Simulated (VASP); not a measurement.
# CaTa2 (Fd-3m) in VASP: relaxation of cell and atoms with PBE

Aim: the relaxation of cell and atoms of CaTa2 with PBE.

Everything below comes from runs of VASP 6.6.1. Logs are shortened: lines on timing, memory, paths and dates and some standing lists are left out, and cuts for length are marked.

## (1) The cell of the first run

It takes space group Fd-3m (No. 227, cubic). Conventional cell: a = 8.208 Å, b = 8.208 Å, c = 8.208 Å, α = 90.00°, β = 90.00°, γ = 90.00°. Ca (site symmetry -43m) has 12 Ta at 3.40 Å and 4 Ca at 3.55 Å within 4.5 Å. Within 3.8 Å of Ta (site symmetry -3m) lie 6 Ta at 2.90 Å and 6 Ca at 3.40 Å.

## (2) Relaxation of cell and atoms, PBE

INCAR

```
ALGO = Fast
EDIFF = 1E-6
EDIFFG = -0.01
ENCUT = 600
GGA = PE
IBRION = 2
ISIF = 3
ISMEAR = 0
LASPH = T
LCHARG = F
LREAL = F
LWAVE = F
NELM = 60
NSW = 100
PREC = Accurate
SIGMA = 0.1
```

KPOINTS

```
k-points
0
Gamma
  8 8 8
```

POSCAR

```
CaTa2
1.0
    0.0000000000      4.1041127447      4.1041127447
    4.1041127447      0.0000000000      4.1041127447
    4.1041127447      4.1041127447      0.0000000000
Ca Ta
2 4
Direct
    0.5000000000      0.5000000000      0.5000000000
    0.7500000000      0.7500000000      0.7500000000
    0.1250000000      0.1250000000      0.1250000000
    0.6250000000      0.1250000000      0.1250000000
    0.1250000000      0.1250000000      0.6250000000
    0.1250000000      0.6250000000      0.1250000000
```

Potentials or basis: VASP PAW PBE potentials, release 64 (Ca_sv, Ta_pv).

On the command line:

```
$ cat potpaw_PBE.64/Ca_sv/POTCAR potpaw_PBE.64/Ta_pv/POTCAR > POTCAR
$ mpirun -np 1 vasp_std > vasp.out
```

OUTCAR:

```text
EDIFF = 1E-6
   EDIFFG = -0.01
   ENCUT = 600
   GGA = PE
   IBRION = 2
   ISIF = 3
   ISMEAR = 0
   LASPH = T
   LREAL = F
   NELM = 60
   NSW = 100
   PREC = Accurate

 ion  position               nearest neighbor table
   1  0.500  0.500  0.500-
   2  0.750  0.750  0.750-
   3  0.125  0.125  0.125-   4 2.90   5 2.90   6 2.90   5 2.90   6 2.90   4 2.90
   4  0.625  0.125  0.125-   3 2.90   5 2.90   6 2.90   3 2.90   5 2.90   6 2.90
   5  0.125  0.125  0.625-   3 2.90   3 2.90   4 2.90   6 2.90   6 2.90   4 2.90
   6  0.125  0.625  0.125-   3 2.90   5 2.90   3 2.90   4 2.90   5 2.90   4 2.90

  LATTYP: Found a face centered cubic cell.
 ALAT       =     8.2082254894

  Lattice vectors:

 A1 = (   0.0000000000,   4.1041127447,   4.1041127447)
 A2 = (   4.1041127447,   0.0000000000,   4.1041127447)
 A3 = (   4.1041127447,   4.1041127447,   0.0000000000)

Analysis of symmetry for initial positions (statically):
=====================================================================
 Subroutine PRICEL returns:
 Original cell was already a primitive cell.

 Routine SETGRP: Setting up the symmetry group for a
 face centered cubic supercell.

 Subroutine GETGRP returns: Found 48 space group operations
 (whereof 24 operations were pure point group operations)
 out of a pool of 48 trial point group operations.

The static configuration has the point symmetry T_d .
 The point group associated with its full space group is O_h .

Analysis of symmetry for dynamics (positions and initial velocities):
=====================================================================
 Subroutine PRICEL returns:
 Original cell was already a primitive cell.

 Routine SETGRP: Setting up the symmetry group for a
 face centered cubic supercell.

 Subroutine GETGRP returns: Found 48 space group operations
 (whereof 24 operations were pure point group operations)
 out of a pool of 48 trial point group operations.

The dynamic configuration has the point symmetry T_d .
 The point group associated with its full space group is O_h .

 Subroutine INISYM returns: Found 48 space group operations
 (whereof 24 operations are pure point group operations),
 and found     1 'primitive' translations

----------------------------------------------------------------------------------------

                                     Primitive cell

  volume of cell :     138.2572

  direct lattice vectors                    reciprocal lattice vectors
[... 105 lines left out ...]
   PSTRESS=    0.0 pullay stress
   NELECT =      64.0000    total number of electrons
   NUPDOWN=      -1.0000    fix difference up-down
   EMIN   =  10.00;   EMAX   =-10.00  energy-range for DOS
   EFERMI =   0.00;   METHOD = LEGACY
   ISMEAR =     0;   SIGMA  =   0.10  broadening in eV -4-tet -1-fermi 0-gaus
   EFERMI_NEDOS =   21; number of points for ismear=-14 and -15
   IALGO  =     68    algorithm
   IMIX   =      4    mixing-type and parameters
     AMIX     =   0.40;   BMIX     =  1.00
     AMIX_MAG =   1.60;   BMIX_MAG =  1.00
  volume/ion in A,a.u.               =      23.04       155.50
  Fermi-wavevector in a.u.,A,eV,Ry     =   1.266404  2.393156 21.820733  1.603779
  Thomas-Fermi vector in A             =   2.399606
   LORBIT       =      0    0 simple, 1 ext, 2 COOP (PROOUT), +10 PAW based schemes
   GGA     = PE    functional components
   LHFCALC =     F    Hartree Fock is set to
   AEXX    =    0.0000 exact exchange contribution
   IVDW    =     0    specifies the selected vdW correction
   LEPSILON=     F    determine dielectric tensor
   LRPA    =     F    only Hartree local field effects (RPA)
 conjugate gradient relaxation of ions
 non-spin polarized calculation
 RMM-DIIS sequential band-by-band and
 Gauss-broadening in eV      SIGMA  =   0.10
  energy-cutoff  :      600.00
  volume of cell :      138.26
 maximum number of plane-waves:      4645
 NGX is ok and might be reduce to    48
   NGX = 23   NGY = 23   NGZ = 23

--------------------------------------- Ionic step        1  -------------------------------------------

 number of electron      63.9999994 magnetization

 Free energy of the ion-electron system (eV)
  ---------------------------------------------------
  ext. energy  EPLUGINS =         0.00000000
  ---------------------------------------------------
  free energy    TOTEN  =       -47.78094255 eV

  energy without entropy =      -47.75063577  energy(sigma->0) =      -47.76578916

------------------------ aborting loop because EDIFF is reached ----------------------------------------

  FORCE on cell =-STRESS in cart. coord.  units (eV):
  Direction    XX          YY          ZZ          XY          YZ          ZX
  --------------------------------------------------------------------------------------
  -------------------------------------------------------------------------------------
  Total       -0.1463886     -0.1463886     -0.1463886      0.0000000      0.0000000     -0.0000000
  in kB       -1.6964068     -1.6964068     -1.6964068      0.0000000      0.0000000     -0.0000000
  external PRESSURE =      -1.6964068 kB  Pullay stress =       0.0000000 kB
[... 67 lines left out ...]
--------------------------------------- Ionic step        3  -------------------------------------------

 number of electron      63.9999994 magnetization

 Free energy of the ion-electron system (eV)
  ---------------------------------------------------
  ext. energy  EPLUGINS =         0.00000000
  ---------------------------------------------------
  free energy    TOTEN  =       -47.78107943 eV

  energy without entropy =      -47.75080609  energy(sigma->0) =      -47.76594276

 E-fermi :   4.0301     XC(G=0): -10.7922

 val. band max:        4.0144362325   @ k =   0.5000   0.2500   0.1250
 cond. band min:       4.0614045088   @ k =  -0.3750   0.3750   0.0000
 fundamental gap:      0.0469682763
 Fermi energy:         4.0300647201

 k-point     1 :       0.0000    0.0000    0.0000
  band No.  band energies     occupation
      1     -36.1181      2.00000
      2     -36.0835      2.00000
      3     -30.4575      2.00000
      4     -30.1120      2.00000
      5     -30.1120      2.00000
      6     -30.1120      2.00000
[... 973 lines left out ...]
     37       5.6550      0.00000
     38       6.1034      0.00000

 [... further k-points ...]

------------------------ aborting loop because EDIFF is reached ----------------------------------------

  FORCE on cell =-STRESS in cart. coord.  units (eV):
  Direction    XX          YY          ZZ          XY          YZ          ZX
  --------------------------------------------------------------------------------------
  -------------------------------------------------------------------------------------
  Total        0.0132175      0.0132175      0.0132175      0.0000000      0.0000000      0.0000000
  in kB        0.1534513      0.1534513      0.1534513      0.0000000      0.0000000      0.0000000
  external PRESSURE =       0.1534513 kB  Pullay stress =       0.0000000 kB
[... 21 lines left out ...]
  FREE ENERGIE OF THE ION-ELECTRON SYSTEM (eV)
  ---------------------------------------------------
  free  energy   TOTEN  =       -47.7810794332 eV

  energy  without entropy=      -47.7508060897  energy(sigma->0) =      -47.76594276

 reached required accuracy - stopping structural energy minimisation
```

CONTCAR:

```text
CaTa2
   1.00000000000000
     0.0000000000000000    4.1016015170197724    4.1016015170197724
     4.1016015170197724    0.0000000000000000    4.1016015170197724
     4.1016015170197724    4.1016015170197724    0.0000000000000000
  Ca              Ta
     2     4
Direct
     0.5000000000000000    0.5000000000000000    0.5000000000000000
     0.7500000000000000    0.7500000000000000    0.7500000000000000
     0.1250000000000000    0.1250000000000000    0.1250000000000000
     0.6250000000000000    0.1250000000000000    0.1250000000000000
     0.1250000000000000    0.1250000000000000    0.6250000000000000
     0.1250000000000000    0.6250000000000000    0.1250000000000000

  0.00000000E+00  0.00000000E+00  0.00000000E+00
  0.00000000E+00  0.00000000E+00  0.00000000E+00
  0.00000000E+00  0.00000000E+00  0.00000000E+00
  0.00000000E+00  0.00000000E+00  0.00000000E+00
  0.00000000E+00  0.00000000E+00  0.00000000E+00
  0.00000000E+00  0.00000000E+00  0.00000000E+00
```

Run time: 8.6 min. Hardware: 1 thread of Intel Xeon Platinum 8259CL at 2.50GHz (Skylake/Cascade Lake), shared host; peak memory 0.44 GiB.

What came out:

```yaml
Free_energy: -47.7811 eV
Relaxed_volume: 23.00 Å³/atom
Relaxed_cell: a = 5.801 Å, b = 5.801 Å, c = 5.801 Å, α = 60.00°, β = 60.00°, γ = 60.00°
Space_group_after_relaxing_to_0.1_Å: Fd-3m (No. 227)
Energy_gained_by_relaxing: 0.0 meV/atom
Ionic_steps: 3
Pressure_after_relaxing: 0.0 GPa
Band_gap_on_the_k_mesh: zero (bands 32 and 33 overlap by 1.25 eV)
```

Step by step:
```csv
step,energy change (eV),largest force (eV/Å),pressure (GPa),volume (Å³)
1,0.0000,0.0000,-0.17,138.26
2,0.0000,0.0000,0.18,137.77
3,-0.0001,0.0000,0.02,138.00
```

Final structure:
```
Ca Ta
1.0
     0.00000    4.10160    4.10160
     4.10160    0.00000    4.10160
     4.10160    4.10160    0.00000
Ca Ta
2 4
Direct
  0.50000 0.50000 0.50000
  0.75000 0.75000 0.75000
  0.12500 0.12500 0.12500
  0.62500 0.12500 0.12500
  0.12500 0.12500 0.62500
  0.12500 0.62500 0.12500
```

Caveat: spin-orbit coupling is left out, which moves the levels of the heavy elements.

The gap in the log of VASP goes by the Fermi energy; the results here count the filled bands.